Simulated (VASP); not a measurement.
# AlN (Fm-3m) in VASP: further runs

The runs below take AlN through single point, with LDA, PBEsol, RPBE, revPBE, BLYP.

Program: VASP 6.6.1. These are calculated values, not measurements. Logs are shortened: lines on timing, memory, paths and dates and some standing lists are left out, and cuts for length are marked.

**1. The cell of the first run**

Symmetry: Fm-3m, No. 225, cubic system. The conventional cell has a = 4.069 Å, b = 4.069 Å, c = 4.069 Å, α = 90.00°, β = 90.00°, γ = 90.00°. Within 2.7 Å of Al (site symmetry m-3m) lie 6 N at 2.03 Å. N (site symmetry m-3m) has 6 Al at 2.03 Å within 2.7 Å.

**2. Single point, LDA**

The input, INCAR:

```
PREC     = Accurate       # precision mode
ENCUT    = 520            # plane-wave cutoff, eV
EDIFF    = 1E-7           # SCF threshold, eV
ISMEAR   = -1             # smearing method
SIGMA    = 0.05           # smearing width, eV
LREAL    = F              # projectors in reciprocal space
LASPH    = T              # aspherical terms in the spheres
NELM     = 80             # most SCF steps
ALGO     = Normal         # electronic algorithm
ISIF     = 2              # what is computed and relaxed
LWAVE    = F              # write WAVECAR
LCHARG   = F              # write CHGCAR
GGA      = CA             # functional
NBANDS   = 11             # bands
```

The input, KPOINTS:

```
Automatic mesh
0
Gamma
  11 11 11
```

The input, POSCAR:

```
AlN
1.0
    0.0000000000      2.0345180000      2.0345180000
    2.0345180000      0.0000000000      2.0345180000
    2.0345180000      2.0345180000      0.0000000000
Al N
1 1
Direct
    0.5000000000      0.5000000000      0.5000000000
    0.0000000000      0.0000000000      0.0000000000
```

Potentials or basis: VASP PAW LDA potentials, release 64 (Al, N).

Command:

```console
$ cat potpaw_LDA.64/Al/POTCAR potpaw_LDA.64/N/POTCAR > POTCAR
$ mpirun -np 1 vasp_std > vasp.out
```

OUTCAR:

```text
PREC = Accurate
   ENCUT = 520
   EDIFF = 1E-7
   ISMEAR = -1
   LREAL = F
   LASPH = T
   NELM = 80
   ISIF = 2
   GGA = CA

 ion  position               nearest neighbor table
   1  0.500  0.500  0.500-   2 2.03   2 2.03   2 2.03   2 2.03   2 2.03   2 2.03
   2  0.000  0.000  0.000-   1 2.03   1 2.03   1 2.03   1 2.03   1 2.03   1 2.03

  LATTYP: Found a face centered cubic cell.
 ALAT       =     4.0690360000

  Lattice vectors:

 A1 = (   0.0000000000,   2.0345180000,   2.0345180000)
 A2 = (   2.0345180000,   0.0000000000,   2.0345180000)
 A3 = (   2.0345180000,   2.0345180000,   0.0000000000)

Analysis of symmetry for initial positions (statically):
=====================================================================
 Subroutine PRICEL returns:
 Original cell was already a primitive cell.

 Routine SETGRP: Setting up the symmetry group for a
 face centered cubic supercell.

 Subroutine GETGRP returns: Found 48 space group operations
 (whereof 48 operations were pure point group operations)
 out of a pool of 48 trial point group operations.

The static configuration has the point symmetry O_h .

Analysis of symmetry for dynamics (positions and initial velocities):
=====================================================================
 Subroutine PRICEL returns:
 Original cell was already a primitive cell.

 Routine SETGRP: Setting up the symmetry group for a
 face centered cubic supercell.

 Subroutine GETGRP returns: Found 48 space group operations
 (whereof 48 operations were pure point group operations)
 out of a pool of 48 trial point group operations.

The dynamic configuration has the point symmetry O_h .

 Subroutine INISYM returns: Found 48 space group operations
 (whereof 48 operations are pure point group operations),
 and found     1 'primitive' translations

----------------------------------------------------------------------------------------

                                     Primitive cell

  volume of cell :      16.8428

  direct lattice vectors                    reciprocal lattice vectors
     0.000000000  2.034518000  2.034518000    -0.245758455  0.245758455  0.245758455
     2.034518000  0.000000000  2.034518000     0.245758455 -0.245758455  0.245758455
     2.034518000  2.034518000  0.000000000     0.245758455  0.245758455 -0.245758455

  length of vectors
     2.877242948  2.877242948  2.877242948     0.425666130  0.425666130  0.425666130

  position of ions in fractional coordinates (direct lattice)
     0.500000000  0.500000000  0.500000000
     0.000000000  0.000000000  0.000000000

  ion indices of the primitive-cell ions
   primitive index   ion index
                 1           1
                 2           2

----------------------------------------------------------------------------------------

 KPOINTS: Automatic mesh

Automatic generation of k-mesh.
 Grid dimensions read from file:
 generate k-points for:   11   11   11

 Generating k-lattice:

  Cartesian coordinates                     Fractional coordinates (reciprocal lattice)
    -0.022341678  0.022341678  0.022341678     0.090909091  0.000000000  0.000000000
     0.022341678 -0.022341678  0.022341678     0.000000000  0.090909091  0.000000000
     0.022341678  0.022341678 -0.022341678     0.000000000  0.000000000  0.090909091

  Length of vectors
     0.038696921  0.038696921  0.038696921

  Shift w.r.t. Gamma in fractional coordinates (k-lattice)
     0.000000000  0.000000000  0.000000000

 Subroutine IBZKPT returns following result:
 ===========================================

 Found     56 irreducible k-points:

 Following reciprocal coordinates:
            Coordinates               Weight
  0.000000  0.000000  0.000000      1.000000
  0.090909  0.000000  0.000000      8.000000
  0.181818  0.000000  0.000000      8.000000
  0.272727  0.000000  0.000000      8.000000
  0.363636  0.000000  0.000000      8.000000
  0.454545  0.000000  0.000000      8.000000
[... 16 lines left out ...]
 -0.272727  0.181818  0.000000     24.000000
 -0.181818  0.181818  0.000000     12.000000
 [... further k-points ...]
   k-points           NKPTS =     56   k-points in BZ     NKDIM =     56   number of bands    NBANDS=     11
   number of dos      NEDOS =    301   number of ions     NIONS =      2
   total plane-waves  NPLWV =  13824
   dimension x,y,z NGX =    24 NGY =   24 NGZ =   24
   dimension x,y,z NGXF=    48 NGYF=   48 NGZF=   48
   ions per type =               1   1
   NGX,Y,Z   is equivalent  to a cutoff of  13.87, 13.87, 13.87 a.u.
   NGXF,Y,Z  is equivalent  to a cutoff of  27.73, 27.73, 27.73 a.u.
 SYSTEM =  unknown system
   PREC   = accura    normal or accurate (medium, high low for compatibility)
   ISTART =      0    job   : 0-new  1-cont  2-samecut
   ICHARG =      2    charge: 1-file 2-atom 10-const
   ISPIN  =      1    spin polarized calculation?
   LNONCOLLINEAR =      F non collinear calculations
   LSORBIT =      F    spin-orbit coupling
   LASPH  =      T    aspherical Exc in radial PAW
   ENCUT  =  520.0 eV  38.22 Ry    6.18 a.u.   5.35  5.35  5.35*2*pi/ulx,y,z
   NELM   =     80;   NELMIN=  2; NELMDL= -5     # of ELM steps
   EDIFF  = 0.1E-06   stopping-criterion for ELM
   LREAL  =      F    real-space projection
   EDIFFG = 0.1E-05   stopping-criterion for IOM
   NSW    =      0    number of steps for IOM
   IBRION =     -1    ionic relax: 0-MD 1-quasi-New 2-CG
   NFREE  =      0    steps in history (QN), initial steepest desc. (CG)
   ISIF   =      2    stress and relaxation
   ISYM   =      2    0-nonsym 1-usesym 2-fastsym
   POTIM  = 0.5000    time-step for ionic-motion
   TEBEG  =    0.0;   TEEND  =   0.0 temperature during run
   PSTRESS=    0.0 pullay stress
   NELECT =       8.0000    total number of electrons
   NUPDOWN=      -1.0000    fix difference up-down
   EMIN   =  10.00;   EMAX   =-10.00  energy-range for DOS
   EFERMI =   0.00;   METHOD = LEGACY
   ISMEAR =    -1;   SIGMA  =   0.05  broadening in eV -4-tet -1-fermi 0-gaus
   EFERMI_NEDOS =   21; number of points for ismear=-14 and -15
   IALGO  =     38    algorithm
   IMIX   =      4    mixing-type and parameters
     AMIX     =   0.40;   BMIX     =  1.00
     AMIX_MAG =   1.60;   BMIX_MAG =  1.00
  volume/ion in A,a.u.               =       8.42        56.83
  Fermi-wavevector in a.u.,A,eV,Ry     =   1.277321  2.413786 22.198561  1.631548
  Thomas-Fermi vector in A             =   2.409927
   LORBIT       =      0    0 simple, 1 ext, 2 COOP (PROOUT), +10 PAW based schemes
   GGA     = CA    functional components
   LHFCALC =     F    Hartree Fock is set to
   AEXX    =    0.0000 exact exchange contribution
   IVDW    =     0    specifies the selected vdW correction
   LEPSILON=     F    determine dielectric tensor
   LRPA    =     F    only Hartree local field effects (RPA)
 non-spin polarized calculation
  energy-cutoff  :      520.00
  volume of cell :       16.84
 maximum number of plane-waves:       465
 NGX is ok and might be reduce to    24
   NGX = 11   NGY = 11   NGZ = 11

 number of electron       8.0000000 magnetization

 Free energy of the ion-electron system (eV)
  ---------------------------------------------------
  ext. energy  EPLUGINS =         0.00000000
  ---------------------------------------------------
  free energy    TOTEN  =       -16.20854754 eV

  energy without entropy =      -16.20854754  energy(sigma->0) =      -16.20854754

 E-fermi :  10.3982     XC(G=0): -12.4849

 val. band max:        9.4649195223   @ k =   0.0000   0.0000   0.0000
 cond. band min:      13.8738322410   @ k =   0.4545   0.4545   0.0000
 fundamental gap:      4.4089127188
 Fermi energy:        10.3982487968

 k-point     1 :       0.0000    0.0000    0.0000
  band No.  band energies     occupation
      1      -7.7705      2.00000
      2       9.4649      2.00000
      3       9.4649      2.00000
      4       9.4649      2.00000
      5      14.9637      0.00000
      6      21.4290      0.00000
      7      21.4290      0.00000
      8      21.4290      0.00000
      9      26.6006      0.00000
     10      26.9596      0.00000
     11      26.9596      0.00000

 k-point     2 :       0.0909    0.0000    0.0000
  band No.  band energies     occupation
      1      -7.6020      2.00000
      2       8.6180      2.00000
      3       9.3659      2.00000
      4       9.3659      2.00000
      5      15.4923      0.00000
      6      20.6477      0.00000
      7      21.6730      0.00000
      8      21.6730      0.00000
      9      25.4095      0.00000
     10      25.4095      0.00000
     11      27.2406      0.00000

 k-point     3 :       0.1818    0.0000    0.0000
  band No.  band energies     occupation
      1      -7.1083      2.00000
      2       6.7647      2.00000
      3       9.1170      2.00000
      4       9.1170      2.00000
      5      16.1794      0.00000
      6      19.9877      0.00000
      7      21.8904      0.00000
      8      21.8904      0.00000
      9      24.6470      0.00000
     10      24.6470      0.00000
     11      26.6538      0.00000

 k-point     4 :       0.2727    0.0000    0.0000
  band No.  band energies     occupation
      1      -6.3343      2.00000
      2       4.6595      2.00000
      3       8.8216      2.00000
      4       8.8216      2.00000
      5      16.1001      0.00000
      6      20.5597      0.00000
      7      21.2704      0.00000
      8      21.2704      0.00000
      9      25.7026      0.00000
     10      25.7026      0.00000
     11      25.9152      0.00000

 k-point     5 :       0.3636    0.0000    0.0000
  band No.  band energies     occupation
      1      -5.3994      2.00000
      2       2.7264      2.00000
      3       8.5747      2.00000
      4       8.5748      2.00000
      5      15.7302      0.00000
      6      20.5608      0.00000
      7      20.5608      0.00000
      8      21.5789      0.00000
      9      25.3671      0.00000
     10      27.6141      0.00000
     11      27.6141      0.00000
[... 211 lines left out ...]
 k-point    21 :      -0.4545    0.1818    0.0000
  band No.  band energies     occupation
      1      -4.1536      2.00000
      2       1.8773      2.00000
      3       6.3363      2.00000
      4       7.9059      2.00000
      5      16.6049      0.00000
      6      18.6241      0.00000
      7      21.4868      0.00000
      8      21.7193      0.00000
      9      26.6484      0.00000
     10      29.4379      0.00000
     11      29.8986      0.00000

 k-point    22 :      -0.3636    0.1818    0.0000
  band No.  band energies     occupation
      1      -4.4341      2.00000
      2       2.3202      2.00000
      3       6.1333      2.00000
      4       8.1900      2.00000
      5      17.0444      0.00000
      6      18.7549      0.00000
      7      21.2385      0.00000
      8      21.4547      0.00000
      9      27.6640      0.00000
     10      27.7641      0.00000
     11      29.3106      0.00000

 k-point    23 :      -0.2727    0.1818    0.0000
  band No.  band energies     occupation
      1      -5.2383      2.00000
      2       3.6377      2.00000
      3       6.2846      2.00000
      4       8.5715      2.00000
      5      17.6128      0.00000
      6      19.2358      0.00000
      7      20.2719      0.00000
      8      21.3381      0.00000
      9      25.4145      0.00000
     10      28.4501      0.00000
     11      29.2894      0.00000

 k-point    24 :      -0.1818    0.1818    0.0000
  band No.  band energies     occupation
      1      -6.0834      2.00000
      2       5.0394      2.00000
      3       6.9974      2.00000
      4       8.9407      2.00000
      5      17.7083      0.00000
      6      19.2003      0.00000
      7      20.2977      0.00000
      8      21.7378      0.00000
      9      23.7658      0.00000
     10      27.7259      0.00000
     11      29.0514      0.00000

 [... further k-points ...]
[... 5 lines left out ...]
  --------------------------------------------------------------------------------------
  -------------------------------------------------------------------------------------
  Total       -1.0968650     -1.0968650     -1.0968650      0.0000000      0.0000000     -0.0000000
  in kB     -104.3396016   -104.3396016   -104.3396016      0.0000000      0.0000000     -0.0000000
  external PRESSURE =    -104.3396016 kB  Pullay stress =       0.0000000 kB

 VOLUME and BASIS-vectors are now :
 -----------------------------------------------------------------------------
  energy-cutoff  :      520.00
  volume of cell :       16.84
      direct lattice vectors                 reciprocal lattice vectors
     0.000000000  2.034518000  2.034518000    -0.245758455  0.245758455  0.245758455
     2.034518000  0.000000000  2.034518000     0.245758455 -0.245758455  0.245758455
     2.034518000  2.034518000  0.000000000     0.245758455  0.245758455 -0.245758455

 POSITION                                       TOTAL-FORCE (eV/Angst)
 -----------------------------------------------------------------------------------
      2.03452      2.03452      2.03452         0.000000     -0.000000      0.000000
      0.00000      0.00000      0.00000        -0.000000      0.000000     -0.000000
 -----------------------------------------------------------------------------------
    total drift:                                0.000000     -0.000000     -0.000000

  FREE ENERGIE OF THE ION-ELECTRON SYSTEM (eV)
  ---------------------------------------------------
  free  energy   TOTEN  =       -16.2085475381 eV

  energy  without entropy=      -16.2085475380  energy(sigma->0) =      -16.20854754
```

Run time: 5.3 s. Hardware: 1 thread of Intel Xeon 6975P-C (Granite Rapids), shared host; peak memory 0.12 GiB.

Results:

```
Free energy            : -16.2085 eV
Pressure               : -10.4 GPa
Band gap on the k mesh : 4.41 eV, indirect (least direct gap 5.50 eV)
```

A k mesh can miss the band edges.

**3. Single point, PBEsol**

The input, INCAR:

```
SYSTEM = AlN
PREC = Accurate
ENCUT = 520
EDIFF = 1E-6
ISMEAR = -1
SIGMA = 0.05
LREAL = .False.
LASPH = .True.
NELM = 100
ALGO = Normal
ISIF = 2
LWAVE = .False.
LCHARG = .False.
GGA = PS
NBANDS = 11
```

The input, KPOINTS:

```
Automatic mesh
0
Gamma
  11 11 11
  0 0 0
```

POSCAR is that of step 2.

Potentials or basis: VASP PAW PBE potentials, release 64 (Al, N).

Command:

```console
$ cat potpaw_PBE.64/Al/POTCAR potpaw_PBE.64/N/POTCAR > POTCAR
$ mpirun -np 1 vasp_std > vasp.out
```

Run time: 5 s. Hardware: 1 thread of Intel Xeon 6975P-C (Granite Rapids), shared host; peak memory 0.13 GiB.

The run converged. Its results:

- Free energy: -15.4448 eV
- Pressure: -4.6 GPa
- Band gap on the k mesh: 4.50 eV, indirect (least direct gap 5.40 eV)

Levels at points of the mesh, in eV from the valence-band top:
```tsv
k point	band 2	band 3	band 4	band 5	band 6	band 7
(0.00, 0.00, 0.00)	0.00	0.00	0.00	5.40	11.97	11.97
```

Caveat: the PAW data sets were made with another functional, which shifts forces and pressure a little.

**4. Single point, RPBE**

The input, INCAR:

```
SYSTEM = AlN
  PREC = Accurate
  ENCUT = 520
  EDIFF = 1E-7
  ISMEAR = -1
  SIGMA = 0.05
  LREAL = .FALSE.
  LASPH = .TRUE.
  NELM = 100
  ALGO = Normal
  ISIF = 2
  LWAVE = .FALSE.
  LCHARG = .FALSE.
  GGA = RP
  NBANDS = 11
```

The input, KPOINTS:

```
Automatic mesh
0
G
  11 11 11
  0 0 0
```

POSCAR is that of step 3.

Command:

```console
$ cat potpaw_PBE.64/Al/POTCAR potpaw_PBE.64/N/POTCAR > POTCAR
$ mpirun -np 1 vasp_std > vasp.out
```

Wall time 5.5 s (1 thread of Intel Xeon 6975P-C (Granite Rapids), shared host); peak memory 0.13 GiB.

Results (log left out):

- Free energy: -13.7815 eV
- Pressure: 4.1 GPa
- Band gap on the k mesh: 4.66 eV, indirect (least direct gap 5.43 eV)

Levels at points of the mesh, in eV from the valence-band top:
```
           k point  band 2  band 3  band 4  band 5  band 6  band 7
(0.00, 0.00, 0.00)    0.00    0.00    0.00    5.43   12.11   12.11
```

Caveat: the PAW data sets were made with another functional, which shifts forces and pressure a little.

**5. Single point, revPBE**

The input, INCAR:

```
SYSTEM = AlN
PREC = Accurate
ENCUT = 520
EDIFF = 1E-6
ISMEAR = -1
SIGMA = 0.05
LREAL = .FALSE.
LASPH = .TRUE.
NELM = 80
ALGO = Normal
ISIF = 2
LWAVE = .FALSE.
LCHARG = .TRUE.
GGA = RE
LELF = .TRUE.
LVHAR = .TRUE.
NBANDS = 11
```

KPOINTS is that of step 4.

POSCAR is that of step 4.

Command:

```console
$ cat potpaw_PBE.64/Al/POTCAR potpaw_PBE.64/N/POTCAR > POTCAR
$ mpirun -np 1 vasp_std > vasp.out
```

Run time: 5.4 s. Hardware: 1 thread of Intel Xeon 6975P-C (Granite Rapids), shared host; peak memory 0.13 GiB.

The run converged. Its results:

- Free energy: -13.9111 eV
- Pressure: 3.2 GPa
- Band gap on the k mesh: 4.65 eV, indirect (least direct gap 5.42 eV)

Levels at points of the mesh, in eV from the valence-band top:
| k point | band 2 | band 3 | band 4 | band 5 | band 6 | band 7 |
| --- | --- | --- | --- | --- | --- | --- |
| (0.00, 0.00, 0.00) | 0.00 | 0.00 | 0.00 | 5.42 | 12.11 | 12.11 |

Caveat: the PAW data sets were made with another functional, which shifts forces and pressure a little. Expect the measured gap to be larger: semilocal functionals such as revPBE lack the derivative discontinuity.

**6. Single point, BLYP**

The input, INCAR:

```
  PREC = Accurate
  ENCUT = 520
  EDIFF = 1E-6
  ISMEAR = -1
  SIGMA = 0.05
  LREAL = False
  LASPH = True
  NELM = 60
  ALGO = Normal
  ISIF = 2
  LWAVE = False
  LCHARG = False
  GGA = B5
  ALDAX = 1.0
  AGGAX = 1.0
  AGGAC = 1.0
  ALDAC = 0.0
  NBANDS = 11
```

The input, KPOINTS:

```
regular mesh
0
Gamma
  11 11 11
```

POSCAR is that of step 5.

Potentials or basis: VASP PAW PBE potentials, release 64 (Al, N).

Command:

```console
$ cat potpaw_PBE.64/Al/POTCAR potpaw_PBE.64/N/POTCAR > POTCAR
$ mpirun -np 1 vasp_std > vasp.out
```

It took 7.6 s on 1 thread of Intel Xeon 6975P-C (Granite Rapids), shared host; peak memory 0.13 GiB.

Results (log left out):

| Quantity | Value |
| --- | --- |
| Free energy | -13.3143 eV |
| Pressure | 4.9 GPa |
| Band gap on the k mesh | 4.65 eV, indirect (least direct gap 5.66 eV) |

Levels at points of the mesh, in eV from the valence-band top:
```
           k point  band 2  band 3  band 4  band 5  band 6  band 7
(0.00, 0.00, 0.00)    0.00    0.00    0.00    5.66   12.42   12.42
```

Caveat: the PAW data sets were made with another functional, which shifts forces and pressure a little.

**7. Overview**

| level | potentials or basis | gap on the mesh (eV) | pressure (GPa) |
| --- | --- | --- | --- |
| LDA | VASP PAW LDA potentials, release 64 (Al, N) | 4.41 | -10.4 |
| PBEsol | VASP PAW PBE potentials, release 64 (Al, N) | 4.50 | -4.6 |
| RPBE | VASP PAW PBE potentials, release 64 (Al, N) | 4.66 | 4.1 |
| revPBE | VASP PAW PBE potentials, release 64 (Al, N) | 4.65 | 3.2 |
| BLYP | VASP PAW PBE potentials, release 64 (Al, N) | 4.65 | 4.9 |

Alike in all rows: task single point; no spin polarisation; cell as given; k mesh 11 × 11 × 11; cutoff (eV) 520; smearing fermi-dirac 0.05 eV.

Caveats: the PAW data sets were made with another functional, which shifts forces and pressure a little (some runs).

Total energies depend on the potentials used, so only differences within one code and one set of settings carry meaning.
